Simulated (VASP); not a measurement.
Input of a VASP 6.6.1 run:

INCAR

```
SYSTEM = Hf7Cl
PREC = Accurate
ENCUT = 600
EDIFF = 1E-6
ISMEAR = 0
SIGMA = 0.2
LREAL = .FALSE.
LASPH = .TRUE.
NELM = 60
ALGO = Normal
ISIF = 3
LWAVE = .FALSE.
LCHARG = .FALSE.
GGA = PE
IBRION = 2
NSW = 36
EDIFFG = -0.08
```

KPOINTS

```
Automatic mesh
0
G
  3 3 3
  0 0 0
```

Contents of POSCAR:

```
Hf7Cl
1.0
    6.8103254000      0.0000000000      0.0000000000
   -3.4051627000      5.8979148000      0.0000000000
    0.0000000000      0.0000000000      5.5171532800
Hf Cl
7 1
Direct
    0.1665937900      0.3331875700      0.5000000000
    0.6668124300      0.8334062100      0.5000000000
    0.1665937900      0.8334062100      0.5000000000
    0.8321114600      0.1678885400      0.0000000000
    0.3357770800      0.1678885400      0.0000000000
    0.8321114600      0.6642229200      0.0000000000
    0.3333333300      0.6666666700      0.0000000000
    0.6666666700      0.3333333300      0.5000000000
```

Potentials or basis: VASP PAW PBE potentials, release 64 (Hf_pv, Cl).

The run is started by

```sh
$ cat potpaw_PBE.64/Hf_pv/POTCAR potpaw_PBE.64/Cl/POTCAR > POTCAR
$ mpirun -np 1 vasp_std > vasp.out
```

**Question.** What does it give for the band gap on the k mesh?

**Answer.** Zero (an odd number of electrons rules out a gap without spin polarisation).

**Question.** Estimate the relaxed volume.

**Answer.** 21.90 Å³/atom.

**Question.** Predict the relaxed cell.

**Answer.** a = 6.270 Å, b = 6.270 Å, c = 5.146 Å, α = 90.00°, β = 90.00°, γ = 120.00°.

Final structure:
```
Hf Cl
1.0
     6.26976    0.00000    0.00000
    -3.13488    5.42977    0.00000
     0.00000    0.00000    5.14592
Hf Cl
7 1
Direct
  0.16785 0.33570 0.50000
  0.66430 0.83215 0.50000
  0.16785 0.83215 0.50000
  0.83532 0.16468 0.00000
  0.32937 0.16468 0.00000
  0.83532 0.67063 0.00000
  0.33333 0.66667 0.00000
  0.66667 0.33333 0.50000
```

Caveat: the k points lie up to 0.41 Å⁻¹ apart in the final cell, too coarse for converged energies and pressures of a metal; the volume moved by over 15 % at a fixed basis, so the end points are rough; spin-orbit coupling is left out, which moves the levels of the heavy elements.
